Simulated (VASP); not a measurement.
Input of a VASP 6.6.1 run:

The input INCAR:

```
PREC     = Accurate       # precision mode
ENCUT    = 520            # plane-wave cutoff, eV
EDIFF    = 1E-7           # SCF threshold, eV
ISMEAR   = -1             # smearing method
SIGMA    = 0.1            # smearing width, eV
LREAL    = F              # projectors in reciprocal space
LASPH    = T              # aspherical terms in the spheres
NELM     = 100            # most SCF steps
ALGO     = Normal         # electronic algorithm
ISIF     = 2              # what is computed and relaxed
LWAVE    = F              # write WAVECAR
LCHARG   = F              # write CHGCAR
GGA      = PE             # functional
NBANDS   = 12             # bands
```

KPOINTS

```
regular mesh
0
Gamma
  17 17 16
```

The input POSCAR:

```
Ga
1.0
    2.5489696214      0.0000000000      0.0000000000
   -1.2744848107      2.2074724456      0.0000000000
    0.0000000000      0.0000000000      2.4541129829
Ga
1
Direct
    0.0000000000      0.0000000000      0.0000000000
```

Potentials or basis: VASP PAW PBE potentials, release 64 (Ga_d).

Launch:

```console
$ cat potpaw_PBE.64/Ga_d/POTCAR > POTCAR
$ mpirun -np 1 vasp_std > vasp.out
```

(1) What does it give for the pressure?

Results:

(1) 39.3 GPa.
